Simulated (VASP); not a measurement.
Crystal: Pd.

```
CELL_PARAMETERS angstrom
-1.57228 1.57228 1.57228
1.57228 -1.57228 1.57228
1.57228 1.57228 -1.57228
ATOMIC_POSITIONS crystal
Pd 0.00000 0.00000 0.00000
```

| Property | Result |
| --- | --- |
| Program | VASP 6.6.1 |
| Task | relaxation of cell and atoms |
| Functional | RPBE |
| Dispersion | D3(BJ) |
| Potentials or basis | VASP PAW PBE potentials, release 64 (Pd) |
| Cutoff | 600 eV |
| k mesh | 12 × 12 × 12 |
| Occupations | fermi-dirac, width 0.05 eV |
| Spin | no spin polarisation |

At the start: pressure -36.4 GPa; volume 15.55 Å³/atom.

Where does the relaxation end?

Over 5 steps the energy falls by 356.7 meV/atom and the volume is 12.94 Å³/atom (-16.8 %); space group Im-3m (No. 229, to 0.05 Å).

The path:
```csv
step,energy change (eV),largest force (eV/Å),pressure (GPa),volume (Å³)
1,0.0000,0.0000,-36.41,15.55
2,2.2787,0.0000,297.25,8.88
3,-0.3500,0.0000,-6.99,13.25
4,-0.3554,0.0000,-3.29,13.08
5,-0.3567,0.0000,0.10,12.94
```

Final structure:
```
CELL_PARAMETERS angstrom
-1.47900 1.47900 1.47900
1.47900 -1.47900 1.47900
1.47900 1.47900 -1.47900
ATOMIC_POSITIONS crystal
Pd 0.00000 0.00000 0.00000
```

Caveat: the volume moved by over 15 % at a fixed basis, so the end points are rough; the PAW data sets were made with another functional, which shifts forces and pressure a little; pairwise dispersion overbinds metals, which lowers pressure and volume.
